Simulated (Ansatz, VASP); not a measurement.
# Mo: VASP beside Ansatz

```
Mo
1.0
    -1.58022    1.63553    1.58022
     1.58022   -1.63553    1.58022
     1.58022    1.63553   -1.58022
Mo
1
Direct
  0.00000 0.00000 0.00000
```

Change from the starting cell: strain +0.0350 x Voigt [0, 1, 0, 0, 0, 0], atoms carried along.

Alike in both runs: task single point; functional PBE; k mesh 26 × 26 × 26; occupations gaussian, width 0.15 eV; no spin polarisation.

|  | VASP | Ansatz |
| --- | --- | --- |
| version | VASP 6.6.1 | Ansatz 0.2.0 |
| potentials or method | VASP PAW PBE potentials, release 64 (Mo_sv), cutoff 520 eV | scalar-relativistic, plane waves, PAW |
| valence electrons in the cell | 14 | 14 |

Ansatz gave:

```
gap on the k mesh at the Fermi level (eV)                     : none
pressure (GPa)                                                : -8.1
traceless stress, the component that is largest in VASP (GPa) : -6.29
```

What did VASP give for the same quantities?

gap on the k mesh at the Fermi level (eV): none; pressure (GPa): -7.6; traceless stress, the component that is largest in VASP (GPa): -6.29.

A gap of «none» marks a metal or a gap that the smearing closes.
